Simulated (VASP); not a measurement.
Here is a VASP 6.6.1 calculation.

The input INCAR:

```
PREC = Accurate
ENCUT = 500
EDIFF = 1E-7
ISMEAR = 0
SIGMA = 0.1
LREAL = F
LASPH = T
NELM = 120
ALGO = Normal
ISIF = 3
LWAVE = F
LCHARG = F
GGA = PE
IBRION = 2
NSW = 90
EDIFFG = -0.04
GGA_COMPAT = F
NELMIN = 4
```

The input KPOINTS:

```
regular mesh
0
Gamma
  6 6 2
```

POSCAR

```
TlBTe2
1.0
    3.9741511000      0.0000000000      0.0000000000
   -1.9870755500      3.4417158100      0.0000000000
    0.0000000000      0.0000000000      8.8857759000
Tl B Te
1 1 2
Direct
    0.3333333300      0.6666666700      0.5000000000
    0.0000000000      0.0000000000      0.5000000000
    0.3333333300      0.6666666700      0.8135926400
    0.3333333300      0.6666666700      0.1864073600
```

Potentials or basis: VASP PAW PBE potentials, release 64 (Tl_d, B, Te).

The run is started by

```sh
$ cat potpaw_PBE.64/Tl_d/POTCAR potpaw_PBE.64/B/POTCAR potpaw_PBE.64/Te/POTCAR > POTCAR
$ mpirun -np 1 vasp_std > vasp.out
```

Q: Estimate the relaxed cell.

A: a = 3.973 Å, b = 3.973 Å, c = 9.090 Å, α = 90.00°, β = 90.00°, γ = 120.00°.

Q: Estimate the space group after relaxing (to 0.1 Å).

A: P-6m2 (No. 187).

Q: Predict the relaxed volume.

A: 31.07 Å³/atom.

Final structure:
```
CELL_PARAMETERS angstrom
3.97305 0.00000 0.00000
-1.98653 3.44076 0.00000
0.00000 0.00000 9.09032
ATOMIC_POSITIONS crystal
Tl 0.33333 0.66667 0.50000
B 0.00000 0.00000 0.50000
Te 0.33333 0.66667 0.85525
Te 0.33333 0.66667 0.14475
```
